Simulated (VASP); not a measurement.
# HfSiO4: single point with r2SCAN

HfSiO4:

```xyz
12
Lattice="-3.2908 3.2908 2.9559 3.2908 -3.2908 2.9559 3.2908 3.2908 -2.9559" Properties=species:S:1:pos:R:3 pbc="T T T"
Hf    0.0000    0.0000    0.0000
Hf    0.0000    3.2908    1.4780
Si    3.2908    0.0000    1.4780
Si    0.0000    0.0000    2.9559
O     3.2908    2.0745   -1.0659
O     4.5072    0.0000    0.4120
O     2.0745    0.0000    0.4120
O     0.0000    1.2164    1.8900
O     2.0745    3.2908    1.0659
O     3.2908    1.2164    2.5439
O     3.2908   -1.2164    2.5439
O     1.2164    0.0000    4.0219
```

This cell differs from its parent crystal: uniaxial z strain -1.0%.

| Quantity | Value |
| --- | --- |
| Program | VASP 6.6.1 |
| Task | single point |
| Functional | r2SCAN |
| Potentials or basis | VASP PAW PBE potentials, release 64 (Hf_pv, Si, O) |
| Cutoff | 520 eV |
| k mesh | 6 × 6 × 6 |
| Occupations | gaussian, width 0.01 eV |
| Spin | no spin polarisation |
| Dipole correction | no |
| Further INCAR settings | ALGO = Normal; EDIFF = 1e-07; NBANDS = 50 |

| Quantity | Value |
| --- | --- |
| Pressure | 1.0 GPa |
| Largest force | 0.219 eV/Å |
| Band gap on the k mesh | 6.01 eV, indirect (least direct gap 6.34 eV) |

Forces on the atoms (eV/Å):
```
Hf   0.000  0.000  0.000
Hf   0.000  0.000  0.000
Si   0.000  0.000  0.000
Si   0.000  0.000  0.000
O    0.000 -0.151 -0.159
O    0.151  0.000 -0.159
O   -0.151  0.000 -0.159
O    0.000  0.151 -0.159
O   -0.151  0.000  0.159
O    0.000  0.151  0.159
O    0.000 -0.151  0.159
O    0.151  0.000  0.159
```

Stress tensor (GPa, compression positive):
```
-0.44  0.00  0.00
 0.00 -0.44  0.00
 0.00  0.00  3.77
```

Levels at points of the mesh, in eV from the valence-band top:
```csv
k point,band 35,band 36,band 37,band 38,band 39,band 40,band 41,band 42
"(0.00, 0.00, 0.00)",-0.63,-0.63,-0.59,0.00,6.34,6.66,6.85,6.85
"(0.50, 0.00, 0.00)",-0.97,-0.87,-0.26,-0.21,6.25,6.42,7.22,7.37
"(0.50, 0.50, 0.00)",-0.95,-0.95,-0.62,-0.62,6.03,6.03,7.19,7.19
"(0.50, 0.50, 0.50)",-1.11,-1.11,-0.94,-0.94,6.84,6.84,7.26,7.26
```

Run time: 14 min on 1 thread of AMD EPYC 7R43 64-Core Processor (Zen 3) (shared host), peak memory 0.34 GiB.

Caveat: the cell differs from its parent crystal (uniaxial z strain -1.0%); the PAW data sets were made with another functional, which shifts forces and pressure a little; spin-orbit coupling is left out, which moves the levels of the heavy elements. A k mesh can miss the band edges.
